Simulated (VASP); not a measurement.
# PbS (R-3m) in VASP: a series of runs, part 2 of 3

VASP 6.6.1. Earlier steps stand in the parts before.

## Step 4: Electric field gradients, PBE (equal xy, yz and zx shear strains of +1 %)

INCAR

```
PREC     = Accurate       # precision mode
ENCUT    = 520            # plane-wave cutoff, eV
EDIFF    = 1E-8           # SCF threshold, eV
ISMEAR   = -1             # smearing method
SIGMA    = 0.01           # smearing width, eV
LREAL    = F              # projectors in reciprocal space
LASPH    = T              # aspherical terms in the spheres
NELM     = 100            # most SCF steps
ALGO     = Normal         # electronic algorithm
ISIF     = 2              # what is computed and relaxed
LWAVE    = F              # write WAVECAR
LCHARG   = F              # write CHGCAR
GGA      = PE             # functional
LEFG     = T            
NBANDS   = 17             # bands
```

KPOINTS

```
regular mesh
0
Gamma
  8 8 8
```

POSCAR

```
PbS
1.0
    0.0296500000      2.9798250000      2.9798250000
    2.9798250000      0.0296500000      2.9798250000
    2.9798250000      2.9798250000      0.0296500000
Pb S
1 1
Direct
    0.0000000000      0.0000000000      0.0000000000
    0.5000000000      0.5000000000      0.5000000000
```

Potentials or basis: VASP PAW PBE potentials, release 64 (Pb_d, S).

On the command line:

```sh
$ cat potpaw_PBE.64/Pb_d/POTCAR potpaw_PBE.64/S/POTCAR > POTCAR
$ mpirun -np 1 vasp_std > vasp.out
```

OUTCAR:

```text
PREC = Accurate
   ENCUT = 520
   EDIFF = 1E-8
   ISMEAR = -1
   LREAL = F
   LASPH = T
   NELM = 100
   ISIF = 2
   GGA = PE

 ion  position               nearest neighbor table
   1  0.000  0.000  0.000-   2 2.97   2 2.97   2 2.97   2 2.97   2 2.97   2 2.97
   2  0.500  0.500  0.500-   1 2.97   1 2.97   1 2.97   1 2.97   1 2.97   1 2.97

  LATTYP: Found a trigonal (rhomboedric) cell.
 ALAT       =     4.2142132343
 COS(alpha) =     0.5099250056

  Lattice vectors:

 A1 = (   0.0296500000,   2.9798250000,   2.9798250000)
 A2 = (   2.9798250000,   0.0296500000,   2.9798250000)
 A3 = (   2.9798250000,   2.9798250000,   0.0296500000)

Analysis of symmetry for initial positions (statically):
=====================================================================
 Subroutine PRICEL returns:
 Original cell was already a primitive cell.

 Routine SETGRP: Setting up the symmetry group for a
 trigonal (rhombohedral) supercell.

 Subroutine GETGRP returns: Found 12 space group operations
 (whereof 12 operations were pure point group operations)
 out of a pool of 12 trial point group operations.

The static configuration has the point symmetry D_3d.

Analysis of symmetry for dynamics (positions and initial velocities):
=====================================================================
 Subroutine PRICEL returns:
 Original cell was already a primitive cell.

 Routine SETGRP: Setting up the symmetry group for a
 trigonal (rhombohedral) supercell.

 Subroutine GETGRP returns: Found 12 space group operations
 (whereof 12 operations were pure point group operations)
 out of a pool of 12 trial point group operations.

The dynamic configuration has the point symmetry D_3d.

 Subroutine INISYM returns: Found 12 space group operations
[... 150 lines left out ...]

 k-point     1 :       0.0000    0.0000    0.0000
  band No.  band energies     occupation
      1     -10.9940      2.00000
      2     -10.9940      2.00000
      3     -10.9918      2.00000
      4     -10.9755      2.00000
      5     -10.9755      2.00000
      6      -7.7710      2.00000
[... 457 lines left out ...]
      4     -10.9693      2.00000
      5     -10.9558      2.00000
      6      -7.0035      2.00000
[... 9 lines left out ...]
     16      15.3243      0.00000
     17      16.7841      0.00000

 [... further k-points ...]
[... 5 lines left out ...]
  --------------------------------------------------------------------------------------
  -------------------------------------------------------------------------------------
  Total        0.7176676      0.7176676      0.7176676     -0.0649801     -0.0649801     -0.0649801
  in kB       22.0578059     22.0578059     22.0578059     -1.9971909     -1.9971909     -1.9971909
  external PRESSURE =      22.0578059 kB  Pullay stress =       0.0000000 kB

 VOLUME and BASIS-vectors are now :
 -----------------------------------------------------------------------------
  energy-cutoff  :      520.00
  volume of cell :       52.13
      direct lattice vectors                 reciprocal lattice vectors
     0.029650000  2.979825000  2.979825000    -0.170320489  0.168642454  0.168642454
     2.979825000  0.029650000  2.979825000     0.168642454 -0.170320489  0.168642454
     2.979825000  2.979825000  0.029650000     0.168642454  0.168642454 -0.170320489

 POSITION                                       TOTAL-FORCE (eV/Angst)
 -----------------------------------------------------------------------------------
      0.00000      0.00000      0.00000        -0.000000      0.000000     -0.000000
      2.99465      2.99465      2.99465         0.000000     -0.000000      0.000000
 -----------------------------------------------------------------------------------
    total drift:                                0.000000     -0.000000     -0.000000

  FREE ENERGIE OF THE ION-ELECTRON SYSTEM (eV)
  ---------------------------------------------------
  free  energy   TOTEN  =        -8.7544641356 eV

  energy  without entropy=       -8.7544641332  energy(sigma->0) =       -8.75446413

 Electric field gradients (V/A^2)
---------------------------------------------------------------------
 ion       V_xx      V_yy      V_zz      V_xy      V_xz      V_yz
---------------------------------------------------------------------
   1      -0.000     0.000     0.000    -1.119    -1.119    -1.119
   2      -0.000     0.000     0.000     1.474     1.474     1.474
---------------------------------------------------------------------

 Electric field gradients after diagonalization (V/A^2)
 (convention: |V_zz| > |V_xx| > |V_yy|)
----------------------------------------------------------------------
 ion       V_xx      V_yy      V_zz     asymmetry (V_yy - V_xx)/ V_zz
----------------------------------------------------------------------
   1       1.119     1.119    -2.238       0.000
   2      -1.474    -1.474     2.949       0.000
----------------------------------------------------------------------

           NMR quadrupolar parameters

 Cq : quadrupolar parameter    Cq=e*Q*V_zz/h
 eta: asymmetry parameters     (V_yy - V_xx)/ V_zz
 Q  : nuclear electric quadrupole moment in mb (millibarn)
----------------------------------------------------------------------
 ion       Cq(MHz)       eta       Q (mb)
----------------------------------------------------------------------
   1      -0.005       0.000       1.000
   2       0.007       0.000       1.000
----------------------------------------------------------------------
```

OSZICAR:

```text
N       E                     dE             d eps       ncg     rms          rms(c)
DAV:   1     0.159378303172E+03    0.15938E+03   -0.97358E+03  2210   0.123E+03
DAV:   2     0.298085717794E+01   -0.15640E+03   -0.15075E+03  2369   0.320E+02
DAV:   3    -0.892558604505E+01   -0.11906E+02   -0.11827E+02  2860   0.921E+01
DAV:   4    -0.922552251069E+01   -0.29994E+00   -0.29962E+00  2822   0.159E+01
DAV:   5    -0.923687277652E+01   -0.11350E-01   -0.11350E-01  3205   0.302E+00    0.464E+00
DAV:   6    -0.875069471878E+01    0.48618E+00   -0.13816E+00  3508   0.799E+00    0.326E+00
DAV:   7    -0.875111231305E+01   -0.41759E-03   -0.14261E-01  2581   0.190E+00    0.186E+00
DAV:   8    -0.875472876258E+01   -0.36164E-02   -0.15953E-02  2598   0.137E+00    0.250E-01
DAV:   9    -0.875427977385E+01    0.44899E-03   -0.32505E-03  3471   0.504E-01    0.822E-02
DAV:  10    -0.875445440247E+01   -0.17463E-03   -0.35730E-04  2487   0.113E-01    0.519E-02
DAV:  11    -0.875446319737E+01   -0.87949E-05   -0.60989E-05  3038   0.846E-02    0.183E-02
DAV:  12    -0.875446402952E+01   -0.83215E-06   -0.41272E-06  2862   0.202E-02    0.326E-03
DAV:  13    -0.875446403722E+01   -0.77000E-08   -0.20465E-07  2979   0.394E-03    0.143E-03
DAV:  14    -0.875446411018E+01   -0.72962E-07   -0.12363E-07  2550   0.187E-03    0.757E-04
DAV:  15    -0.875446412390E+01   -0.13719E-07   -0.26636E-09  2401   0.714E-04    0.171E-04
DAV:  16    -0.875446413566E+01   -0.11760E-07   -0.72325E-10  1513   0.215E-04    0.927E-05
DAV:  17    -0.875446413556E+01    0.10164E-09   -0.11749E-10  1390   0.152E-04
   1 F= -.87544641E+01 E0= -.87544641E+01  d E =-.235403E-08
```

It took 35 s on 1 thread of Intel Xeon 6975P-C, shared host; peak memory 0.21 GiB.

Results:

```yaml
Free_energy: -8.7545 eV
Pressure: 2.2 GPa
Band_gap_on_the_k_mesh: 0.27 eV, indirect (least direct gap 0.35 eV)
```

Stress tensor (GPa, compression positive):
```
 2.21 -0.20 -0.20
-0.20  2.21 -0.20
-0.20 -0.20  2.21
```

Levels at points of the mesh, in eV from the valence-band top:
```tsv
k point	band 6	band 7	band 8	band 9	band 10	band 11	band 12	band 13	band 14	band 15
(0.00, 0.00, 0.00)	-13.66	-6.10	-2.31	-2.20	-2.20	5.15	5.15	5.16	6.54	6.73
(0.50, 0.00, 0.00)	-12.41	-8.89	-1.88	-1.84	-0.08	0.27	1.85	1.90	8.61	9.91
(0.50, 0.50, 0.00)	-11.99	-7.26	-5.26	-3.55	-3.46	3.80	5.47	5.62	5.68	11.11
(0.50, 0.50, 0.50)	-12.44	-8.97	-1.81	-1.81	0.00	0.38	1.99	1.99	8.60	10.01
```

Electric field gradients, principal values (V/Å²):
```csv
atom,least,middle,greatest (by size)
1 Pb,1.119,1.119,-2.238
2 S,-1.474,-1.474,2.949
```

Caveat: the cell differs from its parent crystal (equal xy, yz and zx shear strains of +1 %); without QUAD_EFG the Cq values of the log hold for a quadrupole moment of 1 mb, not for the nuclei; spin-orbit coupling is left out, which moves the levels of the heavy elements.

(Continued in part 3 of 3.)
